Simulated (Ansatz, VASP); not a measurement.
Two plane-wave programs on WSe2

Contents of INCAR:

```
PREC     = Accurate       # precision mode
ENCUT    = 520            # plane-wave cutoff, eV
EDIFF    = 1E-6           # SCF threshold, eV
ISMEAR   = 0              # smearing method
SIGMA    = 0.05           # smearing width, eV
LREAL    = False          # projectors in reciprocal space
LASPH    = True           # aspherical terms in the spheres
NELM     = 60             # most SCF steps
ALGO     = Normal         # electronic algorithm
ISIF     = 2              # what is computed and relaxed
LWAVE    = False          # write WAVECAR
LCHARG   = False          # write CHGCAR
GGA      = PS             # functional
NBANDS   = 20             # bands
```

The input KPOINTS:

```
regular mesh
0
Gamma
  12 12 2
```

Contents of POSCAR:

```
WSe2
1.0
    3.2702526784      0.0000000000      0.0000000000
   -1.6351263392      2.9454067721      0.0000000000
    0.0000000000      0.0000000000     16.6612169706
W Se
1 2
Direct
    0.0000000000      0.0000000000      0.0000000000
    0.3333333333      0.6666666667      0.1003992721
    0.3333333333      0.6666666667      0.8996007279
```

Input for Ansatz:

```yaml
crystal:
  lattice:
    - [3.2702526784, 0.0, 0.0]
    - [-1.6351263392, 2.9454067721, 0.0]
    - [0.0, 0.0, 16.6612169706]
  atoms:
    - { symbol: W, position: [0.0, 0.0, 0.0] }
    - { symbol: Se, position: [0.3333333333, 0.6666666667, 0.1003992721] }
    - { symbol: Se, position: [0.3333333333, 0.6666666667, 0.8996007279] }
basis:
  ecutwfc: 420
kpoints:
  mp_grid: { grid: [12, 12, 2] }
hamiltonian:
  xc: pbesol
scf:
  occupations: { method: gaussian, width: 0.05 }
output:
  forces: true
  stress: true
  eigenvalues: true
```

Change from the starting cell: strain +0.0400 x Voigt [0, 1, 0, 0, 0, 0], atoms carried along.

Alike in both runs: task single point; functional PBEsol; k mesh 12 × 12 × 2; occupations gaussian, width 0.05 eV; no spin polarisation.

|  | VASP | Ansatz |
| --- | --- | --- |
| version | VASP 6.6.1 | Ansatz 0.2.0 |
| potentials or method | VASP PAW PBE potentials, release 64 (W_sv, Se), cutoff 520 eV | scalar-relativistic, plane waves, PAW |
| valence electrons in the cell | 26 | 46 |

```csv
,VASP,Ansatz,Ansatz less VASP
gap on the k mesh at the Fermi level (eV),1.48,1.48,+0.003
least direct gap on the mesh (eV),1.48,1.48,+0.003
rms of the force components (eV/Å),0.193,0.215,+0.0215
```

VASP's potentials were made for PBE, not for PBEsol. Atom by atom the forces differ by 0.025 eV/Å (rms over components). The functional is the same, so the differences come from potentials, cutoffs and numerics. VASP's potentials hold 26 valence electrons a cell and Ansatz's 46, so a difference there can come from the potentials and not from the codes.

Spin-orbit coupling is off throughout.
